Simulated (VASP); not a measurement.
Runs of VASP 6.6.1 on Pd. The structure is that of space group Fm-3m (No. 225), or close to it. The cells are those of the table. 

```tsv
cell	k mesh	gap on the mesh (eV)	pressure (GPa)
a = 2.340 Å, angles 60.0°, 1 atom	20 × 20 × 20	none	355.2
a = 2.343 Å, angles 60.0°, 1 atom	20 × 20 × 20	none	350.0
a = 2.342 Å, angles 60.0°, 1 atom	20 × 20 × 20	none	350.6
a = 2.788 Å, angles 60.0°, 1 atom	17 × 17 × 17	none	(a)
```

Alike in all rows: task single point; level PBE; potentials or basis VASP PAW PBE potentials, release 64 (Pd); no spin polarisation; cutoff (eV) 520; smearing fermi-dirac 0.05 eV.

Fill in the values left out.

(a) -0.3.

Caveats: the cell stands under pressure (at least some runs).

A k mesh can miss the band edges, and the runs leave out spin-orbit coupling on Pd.

A gap of «none» marks levels without a gap at the run's occupations.
